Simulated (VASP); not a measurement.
# TiO2 (Pmma) in VASP: single point with PBEsol

Aim: the single point of TiO2 with PBEsol.

Everything below comes from runs of VASP 6.6.1. Logs are shortened: lines on timing, memory, paths and dates and some standing lists are left out, and cuts for length are marked.

## 1. The cell of the first run

It takes space group Pmma (No. 51, orthorhombic). Conventional cell: a = 3.771 Å, b = 3.771 Å, c = 14.046 Å, α = 90.00°, β = 90.00°, γ = 90.00°. Ti (site symmetry mm2) has 5 O at 1.93 to 1.98 Å within 2.6 Å. Within 2.6 Å of Ti (site symmetry mm2) lie 6 O at 1.93 to 1.98 Å. Within 2.6 Å of O (site symmetry mm2) lie 3 Ti at 1.93 to 1.98 Å and 2 O at 2.46 Å. O (site symmetry mm2) has 2 Ti at 1.93 Å within 2.6 Å. Within 2.6 Å of O (site symmetry mm2) lie 3 Ti at 1.93 to 1.98 Å and 2 O at 2.46 Å. O (site symmetry mm2) has 3 Ti at 1.93 to 1.98 Å and 2 O at 2.46 Å within 2.6 Å.

## 2. Single point, PBEsol (the distance across one plane changed)

INCAR

```
ALGO = Normal ; EDIFF = 1E-6
ENCUT = 520 ; GGA = PS
ISIF = 2 ; ISMEAR = 0
LASPH = T ; LCHARG = T
LELF = T ; LREAL = F
LVHAR = T ; LWAVE = F
NBANDS = 60 ; NELM = 80
PREC = Accurate ; SIGMA = 0.05
```

KPOINTS

```
k-points
0
Gamma
  7 7 3
```

POSCAR

```
TiO2
1.0
   -3.7706690430      0.0000000000      0.0000000000
    0.0000000000     -3.7706690430      0.0000000000
    0.0000000000      0.0000000000     14.0463353711
Ti O
4 8
Direct
    0.0000000000      0.0000000000      0.5946777739
    0.5000000000      0.5000000000      0.2548619031
    0.5000000000      0.0000000000      0.4247698385
    0.0000000000      0.5000000000      0.0849539677
    0.5000000000      0.5000000000      0.3959668186
    1.0000000000      1.0000000000      0.0561509478
    0.5000000000      0.0000000000      0.5658747540
    1.0000000000      0.5000000000      0.2260588832
    0.5000000000      0.0000000000      0.2836649230
    0.0000000000      0.5000000000      0.6234807938
    0.0000000000      0.0000000000      0.4535728584
    0.5000000000      0.5000000000      0.1137569876
```

Potentials or basis: VASP PAW PBE potentials, release 64 (Ti_sv, O).

On the command line:

```bash
$ cat potpaw_PBE.64/Ti_sv/POTCAR potpaw_PBE.64/O/POTCAR > POTCAR
$ mpirun -np 1 vasp_std > vasp.out
```

OUTCAR:

```text
EDIFF = 1E-6
   ENCUT = 520
   GGA = PS
   ISIF = 2
   ISMEAR = 0
   LASPH = T
   LREAL = F
   NELM = 80
   PREC = Accurate

 ion  position               nearest neighbor table
   1  0.000  0.000  0.595-  10 1.93  10 1.93   7 1.93   7 1.93  11 1.98
   2  0.500  0.500  0.255-   8 1.93   9 1.93   9 1.93   8 1.93   5 1.98  12 1.98
   3  0.500  0.000  0.425-   5 1.93   5 1.93  11 1.93  11 1.93   9 1.98   7 1.98
   4  0.000  0.500  0.085-  12 1.93  12 1.93   6 1.93   6 1.93   8 1.98
   5  0.500  0.500  0.396-   3 1.93   3 1.93   2 1.98
   6  0.000  0.000  0.056-   4 1.93   4 1.93
   7  0.500  0.000  0.566-   1 1.93   1 1.93   3 1.98
   8  0.000  0.500  0.226-   2 1.93   2 1.93   4 1.98
   9  0.500  0.000  0.284-   2 1.93   2 1.93   3 1.98
  10  0.000  0.500  0.623-   1 1.93   1 1.93
  11  0.000  0.000  0.454-   3 1.93   3 1.93   1 1.98
  12  0.500  0.500  0.114-   4 1.93   4 1.93   2 1.98

  LATTYP: Found a simple tetragonal cell.
 ALAT       =     3.7706690430
 C/A-ratio  =     3.7251573158

  Lattice vectors:

 A1 = (  -3.7706690430,   0.0000000000,   0.0000000000)
 A2 = (   0.0000000000,  -3.7706690430,   0.0000000000)
 A3 = (   0.0000000000,   0.0000000000,  14.0463353711)

Analysis of symmetry for initial positions (statically):
=====================================================================
 Subroutine PRICEL returns:
 Original cell was already a primitive cell.

 Routine SETGRP: Setting up the symmetry group for a
 simple tetragonal supercell.

 Subroutine GETGRP returns: Found  8 space group operations
 (whereof  4 operations were pure point group operations)
 out of a pool of 16 trial point group operations.

The static configuration has the point symmetry C_2v.
 The point group associated with its full space group is D_2h.

Analysis of symmetry for dynamics (positions and initial velocities):
=====================================================================
 Subroutine PRICEL returns:
 Original cell was already a primitive cell.

 Routine SETGRP: Setting up the symmetry group for a
 simple tetragonal supercell.

 Subroutine GETGRP returns: Found  8 space group operations
 (whereof  4 operations were pure point group operations)
 out of a pool of 16 trial point group operations.

The dynamic configuration has the point symmetry C_2v.
 The point group associated with its full space group is D_2h.

 Subroutine INISYM returns: Found  8 space group operations
 (whereof  4 operations are pure point group operations),
 and found     1 'primitive' translations

----------------------------------------------------------------------------------------

                                     Primitive cell

  volume of cell :     199.7100

  direct lattice vectors                    reciprocal lattice vectors
    -3.770669043  0.000000000  0.000000000    -0.265204925  0.000000000  0.000000000
     0.000000000 -3.770669043  0.000000000     0.000000000 -0.265204925  0.000000000
     0.000000000  0.000000000 14.046335371     0.000000000  0.000000000  0.071192946

  length of vectors
     3.770669043  3.770669043 14.046335371     0.265204925  0.265204925  0.071192946

  position of ions in fractional coordinates (direct lattice)
     0.000000000  0.000000000  0.594677774
     0.500000000  0.500000000  0.254861903
     0.500000000  0.000000000  0.424769838
     0.000000000  0.500000000  0.084953968
     0.500000000  0.500000000  0.395966819
     0.000000000  0.000000000  0.056150948
     0.500000000  0.000000000  0.565874754
     0.000000000  0.500000000  0.226058883
     0.500000000  0.000000000  0.283664923
     0.000000000  0.500000000  0.623480794
     0.000000000  0.000000000  0.453572858
     0.500000000  0.500000000  0.113756988

  ion indices of the primitive-cell ions
   primitive index   ion index
                 1           1
                 2           2
                 3           3
                 4           4
                 5           5
                 6           6
                 7           7
                 8           8
                 9           9
                10          10
                11          11
                12          12

----------------------------------------------------------------------------------------

 KPOINTS: k-points

Automatic generation of k-mesh.
 Grid dimensions read from file:
 generate k-points for:    7    7    3

 Generating k-lattice:

  Cartesian coordinates                     Fractional coordinates (reciprocal lattice)
    -0.037886418  0.000000000  0.000000000     0.142857143  0.000000000  0.000000000
     0.000000000 -0.037886418  0.000000000     0.000000000  0.142857143  0.000000000
     0.000000000  0.000000000  0.023730982     0.000000000  0.000000000  0.333333333

  Length of vectors
     0.037886418  0.037886418  0.023730982

  Shift w.r.t. Gamma in fractional coordinates (k-lattice)
     0.000000000  0.000000000  0.000000000

 Subroutine IBZKPT returns following result:
 ===========================================

 Found     32 irreducible k-points:

 Following reciprocal coordinates:
            Coordinates               Weight
  0.000000  0.000000  0.000000      1.000000
  0.142857  0.000000  0.000000      2.000000
  0.000000  0.142857  0.000000      2.000000
  0.285714  0.000000  0.000000      2.000000
  0.000000  0.285714  0.000000      2.000000
  0.428571  0.000000  0.000000      2.000000
[... 16 lines left out ...]
  0.000000  0.428571  0.333333      4.000000
  0.142857  0.142857  0.333333      8.000000
 [... further k-points ...]
   k-points           NKPTS =     32   k-points in BZ     NKDIM =     32   number of bands    NBANDS=     60
   number of dos      NEDOS =    301   number of ions     NIONS =     12
   total plane-waves  NPLWV =  84672
   dimension x,y,z NGX =    28 NGY =   28 NGZ =  108
   dimension x,y,z NGXF=    56 NGYF=   56 NGZF=  216
   ions per type =               4   8
   NGX,Y,Z   is equivalent  to a cutoff of  12.34, 12.34, 12.78 a.u.
   NGXF,Y,Z  is equivalent  to a cutoff of  24.69, 24.69, 25.56 a.u.
 SYSTEM =  unknown system
   PREC   = accura    normal or accurate (medium, high low for compatibility)
   ISTART =      0    job   : 0-new  1-cont  2-samecut
   ICHARG =      2    charge: 1-file 2-atom 10-const
   ISPIN  =      1    spin polarized calculation?
   LNONCOLLINEAR =      F non collinear calculations
   LSORBIT =      F    spin-orbit coupling
   LASPH  =      T    aspherical Exc in radial PAW
   ENCUT  =  520.0 eV  38.22 Ry    6.18 a.u.   7.01  7.01 26.12*2*pi/ulx,y,z
   NELM   =     80;   NELMIN=  2; NELMDL= -5     # of ELM steps
   EDIFF  = 0.1E-05   stopping-criterion for ELM
   LREAL  =      F    real-space projection
   EDIFFG = 0.1E-04   stopping-criterion for IOM
   NSW    =      0    number of steps for IOM
   IBRION =     -1    ionic relax: 0-MD 1-quasi-New 2-CG
   NFREE  =      0    steps in history (QN), initial steepest desc. (CG)
   ISIF   =      2    stress and relaxation
   ISYM   =      2    0-nonsym 1-usesym 2-fastsym
   POTIM  = 0.5000    time-step for ionic-motion
   TEBEG  =    0.0;   TEEND  =   0.0 temperature during run
   PSTRESS=    0.0 pullay stress
   NELECT =      96.0000    total number of electrons
   NUPDOWN=      -1.0000    fix difference up-down
   EMIN   =  10.00;   EMAX   =-10.00  energy-range for DOS
   EFERMI =   0.00;   METHOD = LEGACY
   ISMEAR =     0;   SIGMA  =   0.05  broadening in eV -4-tet -1-fermi 0-gaus
   EFERMI_NEDOS =   21; number of points for ismear=-14 and -15
   IALGO  =     38    algorithm
   IMIX   =      4    mixing-type and parameters
     AMIX     =   0.40;   BMIX     =  1.00
     AMIX_MAG =   1.60;   BMIX_MAG =  1.00
  volume/ion in A,a.u.               =      16.64       112.31
  Fermi-wavevector in a.u.,A,eV,Ry     =   1.282425  2.423432 22.376328  1.644614
  Thomas-Fermi vector in A             =   2.414737
   LORBIT       =      0    0 simple, 1 ext, 2 COOP (PROOUT), +10 PAW based schemes
   GGA     = PS    functional components
   LHFCALC =     F    Hartree Fock is set to
   AEXX    =    0.0000 exact exchange contribution
   IVDW    =     0    specifies the selected vdW correction
   LEPSILON=     F    determine dielectric tensor
   LRPA    =     F    only Hartree local field effects (RPA)
 non-spin polarized calculation
 Gauss-broadening in eV      SIGMA  =   0.05
  energy-cutoff  :      520.00
  volume of cell :      199.71
 maximum number of plane-waves:      5420
   NGX = 15   NGY = 15   NGZ = 53

 number of electron      95.9999957 magnetization

 Free energy of the ion-electron system (eV)
  ---------------------------------------------------
  ext. energy  EPLUGINS =         0.00000000
  ---------------------------------------------------
  free energy    TOTEN  =      -110.24522916 eV

  energy without entropy =     -110.24522916  energy(sigma->0) =     -110.24522916

 E-fermi :   0.9930     XC(G=0):  -8.2867

 val. band max:        0.6901305570   @ k =   0.4286   0.4286   0.3333
 cond. band min:       2.3212206173   @ k =   0.0000   0.0000   0.0000
 fundamental gap:      1.6310900603
 Fermi energy:         0.9929721524

 k-point     1 :       0.0000    0.0000    0.0000
  band No.  band energies     occupation
      1     -55.9733      2.00000
      2     -55.9426      2.00000
      3     -55.8477      2.00000
      4     -55.8470      2.00000
      5     -32.5313      2.00000
      6     -32.4184      2.00000
[... 52 lines left out ...]
     59       4.3313      0.00000
     60       4.4127      0.00000

 k-point     2 :       0.1429    0.0000    0.0000
  band No.  band energies     occupation
      1     -55.9724      2.00000
      2     -55.9417      2.00000
      3     -55.8476      2.00000
      4     -55.8470      2.00000
      5     -32.5313      2.00000
      6     -32.4274      2.00000
[... 52 lines left out ...]
     59       4.4756      0.00000
     60       4.5373      0.00000

 k-point     3 :       0.0000    0.1429    0.0000
  band No.  band energies     occupation
      1     -55.9713      2.00000
      2     -55.9437      2.00000
      3     -55.8472      2.00000
      4     -55.8466      2.00000
      5     -32.5309      2.00000
      6     -32.4303      2.00000
[... 1312 lines left out ...]
     59       4.4154      0.00000
     60       4.5490      0.00000

 k-point    24 :       0.1429    0.1429    0.3333
  band No.  band energies     occupation
      1     -55.9705      2.00000
      2     -55.9427      2.00000
      3     -55.8471      2.00000
      4     -55.8466      2.00000
      5     -32.5309      2.00000
      6     -32.4361      2.00000
[... 52 lines left out ...]
     59       4.0330      0.00000
     60       4.1308      0.00000

 [... further k-points ...]

------------------------ aborting loop because EDIFF is reached ----------------------------------------

  FORCE on cell =-STRESS in cart. coord.  units (eV):
  Direction    XX          YY          ZZ          XY          YZ          ZX
  --------------------------------------------------------------------------------------
  -------------------------------------------------------------------------------------
  Total        1.2469686    -15.0794626     -2.7937655      0.0000000      0.0000000      0.0000000
  in kB       10.0038287   -120.9752649    -22.4130352      0.0000000      0.0000000      0.0000000
  external PRESSURE =     -44.4614905 kB  Pullay stress =       0.0000000 kB

 VOLUME and BASIS-vectors are now :
 -----------------------------------------------------------------------------
  energy-cutoff  :      520.00
  volume of cell :      199.71
      direct lattice vectors                 reciprocal lattice vectors
    -3.770669043  0.000000000  0.000000000    -0.265204925  0.000000000  0.000000000
     0.000000000 -3.770669043  0.000000000     0.000000000 -0.265204925  0.000000000
     0.000000000  0.000000000 14.046335371     0.000000000  0.000000000  0.071192946

 POSITION                                       TOTAL-FORCE (eV/Angst)
 -----------------------------------------------------------------------------------
      0.00000      0.00000      8.35304         0.000000      0.000000     -1.408424
     -1.88533     -1.88533      3.57988         0.000000      0.000000     -0.171422
     -1.88533      0.00000      5.96646         0.000000      0.000000      0.171422
      0.00000     -1.88533      1.19329         0.000000      0.000000      1.408424
     -1.88533     -1.88533      5.56188         0.000000      0.000000     -0.122225
      0.00000      0.00000      0.78872         0.000000      0.000000     -0.557513
     -1.88533      0.00000      7.94847         0.000000      0.000000      0.153603
      0.00000     -1.88533      3.17530         0.000000      0.000000     -0.597157
     -1.88533      0.00000      3.98445         0.000000      0.000000      0.122225
      0.00000     -1.88533      8.75762         0.000000      0.000000      0.557513
      0.00000      0.00000      6.37104         0.000000      0.000000      0.597157
     -1.88533     -1.88533      1.59787         0.000000      0.000000     -0.153603
 -----------------------------------------------------------------------------------
    total drift:                               -0.000000     -0.000000      0.000032

  FREE ENERGIE OF THE ION-ELECTRON SYSTEM (eV)
  ---------------------------------------------------
  free  energy   TOTEN  =      -110.2452291605 eV

  energy  without entropy=     -110.2452291605  energy(sigma->0) =     -110.24522916
```

Wall time 5.7 min (1 thread of Intel Xeon Platinum 8488C (Sapphire Rapids), shared host); peak memory 0.45 GiB.

Results:

* Free energy: -110.2452 eV
* Pressure: -4.4 GPa
* Largest force: 1.408 eV/Å
* Band gap on the k mesh: 1.63 eV (least direct gap 2.07 eV)

Forces on the atoms (eV/Å):
```
Ti   0.000  0.000 -1.408
Ti   0.000  0.000 -0.171
Ti   0.000  0.000  0.171
Ti   0.000  0.000  1.408
O    0.000  0.000 -0.122
O    0.000  0.000 -0.558
O    0.000  0.000  0.154
O    0.000  0.000 -0.597
O    0.000  0.000  0.122
O    0.000  0.000  0.558
O    0.000  0.000  0.597
O    0.000  0.000 -0.154
```

Stress tensor (GPa, compression positive):
```
  1.00   0.00   0.00
  0.00 -12.10   0.00
  0.00   0.00  -2.24
```

Levels at points of the mesh, in eV from the valence-band top:
```csv
k point,band 44,band 45,band 46,band 47,band 48,band 49,band 50,band 51,band 52,band 53
"(0.00, 0.00, 0.00)",-0.91,-0.83,-0.68,-0.47,-0.44,1.63,1.92,2.21,2.31,3.15
```

Caveat: the cell differs from its parent crystal (the distance across one plane changed); the cell stands under tension; the PAW data sets were made with another functional, which shifts forces and pressure a little; an odd mesh through Γ misses points on the zone boundary, where band edges can lie.
